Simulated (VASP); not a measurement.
# BaS (I4/mmm) in VASP: further runs

BaS is run at these levels: PBEsol; tasks: single point.

Everything below comes from runs of VASP 6.6.1. Logs are shortened: lines on timing, memory, paths and dates and some standing lists are left out, and cuts for length are marked.

## 1. The cell of the first run

It takes space group I4/mmm (No. 139, tetragonal). Conventional cell: a = 4.517 Å, b = 4.517 Å, c = 6.260 Å, α = 90.00°, β = 90.00°, γ = 90.00°. Within 4.1 Å of Ba (site symmetry 4/mmm) lie 6 S at 3.13 to 3.19 Å. Within 4.1 Å of S (site symmetry 4/mmm) lie 6 Ba at 3.13 to 3.19 Å.

## 2. Single point, PBEsol (zz strain of -2 %)

Input file INCAR:

```
PREC = Accurate
ENCUT = 520
EDIFF = 1E-6
ISMEAR = -1
SIGMA = 0.02
LREAL = False
LASPH = True
NELM = 60
ALGO = Normal
ISIF = 2
LWAVE = False
LCHARG = True
GGA = PS
LELF = True
LVHAR = True
NBANDS = 15
```

Input file KPOINTS:

```
regular mesh
0
Gamma
  8 8 8
```

Input file POSCAR:

```
BaS
1.0
    0.0000000000      3.1937500000      3.1298750000
    3.1937500000      0.0000000000      3.1298750000
    3.1937500000      3.1937500000      0.0000000000
Ba S
1 1
Direct
    0.0000000000      0.0000000000      0.0000000000
    0.5000000000      0.5000000000      0.5000000000
```

Potentials or basis: VASP PAW PBE potentials, release 64 (Ba_sv, S).

Command:

```sh
> cat potpaw_PBE.64/Ba_sv/POTCAR potpaw_PBE.64/S/POTCAR > POTCAR
> mpirun -np 1 vasp_std > vasp.out
```

OUTCAR:

```text
PREC = Accurate
   ENCUT = 520
   EDIFF = 1E-6
   ISMEAR = -1
   LREAL = False
   LASPH = True
   NELM = 60
   ISIF = 2
   GGA = PS

 ion  position               nearest neighbor table
   1  0.000  0.000  0.000-   2 3.13   2 3.13   2 3.19   2 3.19   2 3.19   2 3.19
   2  0.500  0.500  0.500-   1 3.13   1 3.13   1 3.19   1 3.19   1 3.19   1 3.19

  LATTYP: Found a body centered tetragonal cell.
 ALAT       =     4.5166445648
 C/A-ratio  =     1.3859292911

  Lattice vectors:

 A1 = (   0.0000000000,  -3.1937500000,  -3.1298750000)
 A2 = (   0.0000000000,   3.1937500000,  -3.1298750000)
 A3 = (   3.1937500000,   0.0000000000,   3.1298750000)

Analysis of symmetry for initial positions (statically):
=====================================================================
 Subroutine PRICEL returns:
 Original cell was already a primitive cell.

 Routine SETGRP: Setting up the symmetry group for a
 body centered tetragonal supercell.

 Subroutine GETGRP returns: Found 16 space group operations
 (whereof 16 operations were pure point group operations)
 out of a pool of 16 trial point group operations.

The static configuration has the point symmetry D_4h.

Analysis of symmetry for dynamics (positions and initial velocities):
=====================================================================
 Subroutine PRICEL returns:
 Original cell was already a primitive cell.

 Routine SETGRP: Setting up the symmetry group for a
 body centered tetragonal supercell.

 Subroutine GETGRP returns: Found 16 space group operations
 (whereof 16 operations were pure point group operations)
 out of a pool of 16 trial point group operations.

The dynamic configuration has the point symmetry D_4h.

 Subroutine INISYM returns: Found 16 space group operations
 (whereof 16 operations are pure point group operations),
 and found     1 'primitive' translations

----------------------------------------------------------------------------------------

                                     Primitive cell

  volume of cell :      63.8497

  direct lattice vectors                    reciprocal lattice vectors
     0.000000000  3.193750000  3.129875000    -0.156555773  0.156555773  0.159750789
     3.193750000  0.000000000  3.129875000     0.156555773 -0.156555773  0.159750789
     3.193750000  3.193750000  0.000000000     0.156555773  0.156555773 -0.159750789

  length of vectors
     4.471706227  4.471706227  4.516644565     0.273019660  0.273019660  0.273019660

  position of ions in fractional coordinates (direct lattice)
     0.000000000  0.000000000  0.000000000
     0.500000000  0.500000000  0.500000000

  ion indices of the primitive-cell ions
   primitive index   ion index
                 1           1
                 2           2

----------------------------------------------------------------------------------------

 KPOINTS: regular mesh

Automatic generation of k-mesh.
 Grid dimensions read from file:
 generate k-points for:    8    8    8

 Generating k-lattice:

  Cartesian coordinates                     Fractional coordinates (reciprocal lattice)
    -0.019569472  0.019569472  0.019968849     0.125000000 -0.000000000  0.000000000
     0.019569472 -0.019569472  0.019968849    -0.000000000  0.125000000  0.000000000
     0.019569472  0.019569472 -0.019968849     0.000000000  0.000000000  0.125000000

  Length of vectors
     0.034127457  0.034127457  0.034127457

  Shift w.r.t. Gamma in fractional coordinates (k-lattice)
     0.000000000  0.000000000  0.000000000

 Subroutine IBZKPT returns following result:
 ===========================================

 Found     59 irreducible k-points:

 Following reciprocal coordinates:
            Coordinates               Weight
  0.000000  0.000000  0.000000      1.000000
  0.125000  0.000000  0.000000      8.000000
  0.250000  0.000000  0.000000      8.000000
  0.375000  0.000000  0.000000      8.000000
  0.500000  0.000000  0.000000      4.000000
  0.125000  0.125000  0.000000      2.000000
[... 16 lines left out ...]
  0.250000  0.000000  0.125000     16.000000
  0.375000 -0.000000  0.125000     16.000000
 [... further k-points ...]
   k-points           NKPTS =     59   k-points in BZ     NKDIM =     59   number of bands    NBANDS=     15
   number of dos      NEDOS =    301   number of ions     NIONS =      2
   total plane-waves  NPLWV =  46656
   dimension x,y,z NGX =    36 NGY =   36 NGZ =   36
   dimension x,y,z NGXF=    72 NGYF=   72 NGZF=   72
   ions per type =               1   1
   NGX,Y,Z   is equivalent  to a cutoff of  13.38, 13.38, 13.25 a.u.
   NGXF,Y,Z  is equivalent  to a cutoff of  26.77, 26.77, 26.50 a.u.
 SYSTEM =  unknown system
   PREC   = accura    normal or accurate (medium, high low for compatibility)
   ISTART =      0    job   : 0-new  1-cont  2-samecut
   ICHARG =      2    charge: 1-file 2-atom 10-const
   ISPIN  =      1    spin polarized calculation?
   LNONCOLLINEAR =      F non collinear calculations
   LSORBIT =      F    spin-orbit coupling
   LASPH  =      T    aspherical Exc in radial PAW
   ENCUT  =  520.0 eV  38.22 Ry    6.18 a.u.   8.31  8.31  8.40*2*pi/ulx,y,z
   NELM   =     60;   NELMIN=  2; NELMDL= -5     # of ELM steps
   EDIFF  = 0.1E-05   stopping-criterion for ELM
   LREAL  =      F    real-space projection
   EDIFFG = 0.1E-04   stopping-criterion for IOM
   NSW    =      0    number of steps for IOM
   IBRION =     -1    ionic relax: 0-MD 1-quasi-New 2-CG
   NFREE  =      0    steps in history (QN), initial steepest desc. (CG)
   ISIF   =      2    stress and relaxation
   ISYM   =      2    0-nonsym 1-usesym 2-fastsym
   POTIM  = 0.5000    time-step for ionic-motion
   TEBEG  =    0.0;   TEEND  =   0.0 temperature during run
   PSTRESS=    0.0 pullay stress
   NELECT =      16.0000    total number of electrons
   NUPDOWN=      -1.0000    fix difference up-down
   EMIN   =  10.00;   EMAX   =-10.00  energy-range for DOS
   EFERMI =   0.00;   METHOD = LEGACY
   ISMEAR =    -1;   SIGMA  =   0.02  broadening in eV -4-tet -1-fermi 0-gaus
   EFERMI_NEDOS =   21; number of points for ismear=-14 and -15
   IALGO  =     38    algorithm
   IMIX   =      4    mixing-type and parameters
     AMIX     =   0.40;   BMIX     =  1.00
     AMIX_MAG =   1.60;   BMIX_MAG =  1.00
  volume/ion in A,a.u.               =      31.92       215.44
  Fermi-wavevector in a.u.,A,eV,Ry     =   1.032116  1.950417 14.493792  1.065264
  Thomas-Fermi vector in A             =   2.166298
   LORBIT       =      0    0 simple, 1 ext, 2 COOP (PROOUT), +10 PAW based schemes
   GGA     = PS    functional components
   LHFCALC =     F    Hartree Fock is set to
   AEXX    =    0.0000 exact exchange contribution
   IVDW    =     0    specifies the selected vdW correction
   LEPSILON=     F    determine dielectric tensor
   LRPA    =     F    only Hartree local field effects (RPA)
 non-spin polarized calculation
  energy-cutoff  :      520.00
  volume of cell :       63.85
 maximum number of plane-waves:      1751
 NGX is ok and might be reduce to    36
   NGX = 17   NGY = 17   NGZ = 17

 number of electron      16.0000000 magnetization

 Free energy of the ion-electron system (eV)
  ---------------------------------------------------
  ext. energy  EPLUGINS =         0.00000000
  ---------------------------------------------------
  free energy    TOTEN  =       -10.71347475 eV

  energy without entropy =      -10.71347475  energy(sigma->0) =      -10.71347475

 E-fermi :   1.8788     XC(G=0):  -8.9071

 val. band max:        1.5003800182   @ k =   0.0000   0.0000   0.0000
 cond. band min:       3.3831498917   @ k =   0.5000   0.5000   0.0000
 fundamental gap:      1.8827698734
 Fermi energy:         1.8787719860

 k-point     1 :       0.0000    0.0000    0.0000
  band No.  band energies     occupation
      1     -24.5237      2.00000
      2      -9.5691      2.00000
      3      -9.5620      2.00000
      4      -9.5620      2.00000
      5      -8.9368      2.00000
      6       1.4242      2.00000
      7       1.4242      2.00000
      8       1.5004      2.00000
      9       4.9353      0.00000
     10       5.1848      0.00000
     11       5.1848      0.00000
     12       5.3320      0.00000
     13       6.1463      0.00000
     14       6.2932      0.00000
     15       9.9954      0.00000

 k-point     2 :       0.1250    0.0000    0.0000
  band No.  band energies     occupation
      1     -24.5163      2.00000
      2      -9.9269      2.00000
      3      -9.5710      2.00000
      4      -9.5698      2.00000
      5      -8.5607      2.00000
      6       1.0091      2.00000
      7       1.2051      2.00000
      8       1.2465      2.00000
      9       5.2110      0.00000
     10       5.4338      0.00000
     11       5.5156      0.00000
     12       5.5794      0.00000
     13       6.6116      0.00000
     14       6.7841      0.00000
     15      10.6488      0.00000

 k-point     3 :       0.2500    0.0000    0.0000
  band No.  band energies     occupation
      1     -24.4984      2.00000
      2     -10.3946      2.00000
      3      -9.5887      2.00000
      4      -9.5822      2.00000
      5      -8.0570      2.00000
      6       0.2331      2.00000
      7       0.7758      2.00000
      8       0.7905      2.00000
      9       5.4550      0.00000
     10       6.1275      0.00000
     11       6.1765      0.00000
     12       6.7768      0.00000
     13       7.7745      0.00000
     14       7.9963      0.00000
     15      12.0068      0.00000
[... 343 lines left out ...]
 k-point    23 :       0.2500    0.0000    0.1250
  band No.  band energies     occupation
      1     -24.5000      2.00000
      2     -10.2481      2.00000
      3      -9.6235      2.00000
      4      -9.6092      2.00000
      5      -8.2157      2.00000
      6       0.2148      2.00000
      7       1.0436      2.00000
      8       1.1514      2.00000
      9       4.7312      0.00000
     10       6.1273      0.00000
     11       6.4109      0.00000
     12       6.5282      0.00000
     13       7.0140      0.00000
     14       8.5027      0.00000
     15      11.9782      0.00000

 k-point    24 :       0.3750   -0.0000    0.1250
  band No.  band energies     occupation
      1     -24.4821      2.00000
      2     -10.5671      2.00000
      3      -9.6370      2.00000
      4      -9.6346      2.00000
      5      -7.8983      2.00000
      6      -0.1376      2.00000
      7       0.5787      2.00000
      8       0.7404      2.00000
      9       5.1905      0.00000
     10       7.1427      0.00000
     11       7.2931      0.00000
     12       7.4062      0.00000
     13       8.2379      0.00000
     14       9.5245      0.00000
     15      11.6001      0.00000

 [... further k-points ...]
[... 5 lines left out ...]
  --------------------------------------------------------------------------------------
  -------------------------------------------------------------------------------------
  Total       -0.0807011     -0.0807011      0.6900084      0.0000000      0.0000000      0.0000000
  in kB       -2.0250290     -2.0250290     17.3143488      0.0000000      0.0000000      0.0000000
  external PRESSURE =       4.4214303 kB  Pullay stress =       0.0000000 kB

 VOLUME and BASIS-vectors are now :
 -----------------------------------------------------------------------------
  energy-cutoff  :      520.00
  volume of cell :       63.85
      direct lattice vectors                 reciprocal lattice vectors
     0.000000000  3.193750000  3.129875000    -0.156555773  0.156555773  0.159750789
     3.193750000  0.000000000  3.129875000     0.156555773 -0.156555773  0.159750789
     3.193750000  3.193750000  0.000000000     0.156555773  0.156555773 -0.159750789

 POSITION                                       TOTAL-FORCE (eV/Angst)
 -----------------------------------------------------------------------------------
      0.00000      0.00000      0.00000         0.000000     -0.000000      0.000000
      3.19375      3.19375      3.12988        -0.000000      0.000000     -0.000000
 -----------------------------------------------------------------------------------
    total drift:                                0.000000      0.000000      0.000000

  FREE ENERGIE OF THE ION-ELECTRON SYSTEM (eV)
  ---------------------------------------------------
  free  energy   TOTEN  =       -10.7134747498 eV

  energy  without entropy=      -10.7134747498  energy(sigma->0) =      -10.71347475
```

Run time: 52 s. Hardware: 1 thread of Intel Xeon Platinum 8259CL at 2.50GHz (Skylake/Cascade Lake), shared host; peak memory 0.24 GiB.

Results:

| Quantity | Value |
| --- | --- |
| Free energy | -10.7135 eV |
| Pressure | 0.4 GPa |
| Band gap on the k mesh | 1.88 eV (least direct gap 2.02 eV) |

Stress tensor (GPa, compression positive):
```
-0.20  0.00  0.00
 0.00 -0.20  0.00
 0.00  0.00  1.73
```

Caveat: the cell differs from its parent crystal (zz strain of -2 %); the PAW data sets were made with another functional, which shifts forces and pressure a little; spin-orbit coupling is left out, which moves the levels of the heavy elements. A k mesh can miss the band edges.

## 3. Single point, PBEsol (zz strain of -1 %)

Input file INCAR:

```
PREC = Accurate
ENCUT = 520
EDIFF = 1E-6
ISMEAR = -1
SIGMA = 0.02
LREAL = F
LASPH = T
NELM = 60
ALGO = Normal
ISIF = 2
LWAVE = F
LCHARG = F
GGA = PS
NBANDS = 15
```

KPOINTS is that of step 2.

Input file POSCAR:

```
BaS
1.0
    0.0000000000      3.1937500000      3.1618125000
    3.1937500000      0.0000000000      3.1618125000
    3.1937500000      3.1937500000      0.0000000000
Ba S
1 1
Direct
    0.0000000000      0.0000000000      0.0000000000
    0.5000000000      0.5000000000      0.5000000000
```

Potentials or basis: VASP PAW PBE potentials, release 64 (Ba_sv, S).

Command:

```sh
> cat potpaw_PBE.64/Ba_sv/POTCAR potpaw_PBE.64/S/POTCAR > POTCAR
> mpirun -np 1 vasp_std > vasp.out
```

OUTCAR:

```text
PREC = Accurate
   ENCUT = 520
   EDIFF = 1E-6
   ISMEAR = -1
   LREAL = F
   LASPH = T
   NELM = 60
   ISIF = 2
   GGA = PS

 ion  position               nearest neighbor table
   1  0.000  0.000  0.000-   2 3.16   2 3.16   2 3.19   2 3.19   2 3.19   2 3.19
   2  0.500  0.500  0.500-   1 3.16   1 3.16   1 3.19   1 3.19   1 3.19   1 3.19

  LATTYP: Found a body centered tetragonal cell.
 ALAT       =     4.5166445648
 C/A-ratio  =     1.4000714267

  Lattice vectors:

 A1 = (   0.0000000000,  -3.1937500000,  -3.1618125000)
[... 609 lines left out ...]
     10       7.0688      0.00000
     11       7.1873      0.00000
     12       7.3304      0.00000
     13       8.1030      0.00000
     14       9.4541      0.00000
     15      11.5228      0.00000

 [... further k-points ...]
[... 5 lines left out ...]
  --------------------------------------------------------------------------------------
  -------------------------------------------------------------------------------------
  Total       -0.1489936     -0.1489936      0.2110984      0.0000000     -0.0000000      0.0000000
  in kB       -3.7009251     -3.7009251      5.2435752      0.0000000     -0.0000000      0.0000000
  external PRESSURE =      -0.7194250 kB  Pullay stress =       0.0000000 kB

 VOLUME and BASIS-vectors are now :
 -----------------------------------------------------------------------------
  energy-cutoff  :      520.00
  volume of cell :       64.50
      direct lattice vectors                 reciprocal lattice vectors
     0.000000000  3.193750000  3.161812500    -0.156555773  0.156555773  0.158137144
     3.193750000  0.000000000  3.161812500     0.156555773 -0.156555773  0.158137144
     3.193750000  3.193750000  0.000000000     0.156555773  0.156555773 -0.158137144

 POSITION                                       TOTAL-FORCE (eV/Angst)
 -----------------------------------------------------------------------------------
      0.00000      0.00000      0.00000         0.000000      0.000000      0.000000
      3.19375      3.19375      3.16181         0.000000      0.000000      0.000000
 -----------------------------------------------------------------------------------
    total drift:                                0.000000      0.000000      0.000000

  FREE ENERGIE OF THE ION-ELECTRON SYSTEM (eV)
  ---------------------------------------------------
  free  energy   TOTEN  =       -10.7180852370 eV

  energy  without entropy=      -10.7180852370  energy(sigma->0) =      -10.71808524
```

stdout:

```text
POSCAR found type information on POSCAR BaS
 POSCAR found :  2 types and       2 ions
 scaLAPACK will be used
 -----------------------------------------------------------------------------
|                                                                             |
|                                                                             |
|     You enforced a specific xc type in the INCAR file but a different       |
|     I HOPE YOU KNOW WHAT YOU ARE DOING!                                     |
|                                                                             |
 -----------------------------------------------------------------------------

 LDA part: xc-table for (Slater+PW92), standard interpolation
 POSCAR, INCAR and KPOINTS ok, starting setup
 FFT: planning ... GRIDC
 FFT: planning ... GRID_SOFT
 FFT: planning ... GRID
 WAVECAR not read
 entering main loop
```

Run time: 51 s. Hardware: 1 thread of Intel Xeon Platinum 8259CL at 2.50GHz (Skylake/Cascade Lake), shared host; peak memory 0.24 GiB.

Results:

```
Free energy            : -10.7181 eV
Pressure               : -0.1 GPa
Band gap on the k mesh : 1.94 eV (least direct gap 2.07 eV)
```

Caveat: the cell differs from its parent crystal (zz strain of -1 %); the PAW data sets were made with another functional, which shifts forces and pressure a little; spin-orbit coupling is left out, which moves the levels of the heavy elements. A k mesh can miss the band edges.
